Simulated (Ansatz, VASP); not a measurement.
Two plane-wave programs on SiNi

```
CELL_PARAMETERS angstrom
2.78078 0.00000 0.00000
0.00000 2.78078 0.00000
0.00000 0.00000 2.78078
ATOMIC_POSITIONS crystal
Ni 0.00000 0.00000 0.00000
Si 0.50000 0.50000 0.50000
```

Change from the starting cell: volume scaled by 0.94, PAW files.

Alike in both runs: task single point; functional PBE; k mesh 15 × 15 × 15; occupations fermi-dirac, width 0.1 eV; no spin polarisation.

|  | VASP | Ansatz |
| --- | --- | --- |
| version | VASP 6.6.1 | Ansatz 0.2.0 |
| potentials or method | VASP PAW PBE potentials, release 64 (Ni, Si) | PAW with Ansatz's default frozen-core files, scalar-relativistic |
| plane-wave cutoff (eV) | 520 | 420 |
| valence electrons in the cell | 14 | 22 |

|  | VASP | Ansatz | Ansatz less VASP |
| --- | --- | --- | --- |
| pressure (GPa) | 12.3 | 12.3 | -0.01 |

VASP's potentials hold 14 valence electrons a cell and Ansatz's 22, so a difference there can come from the potentials and not from the codes.
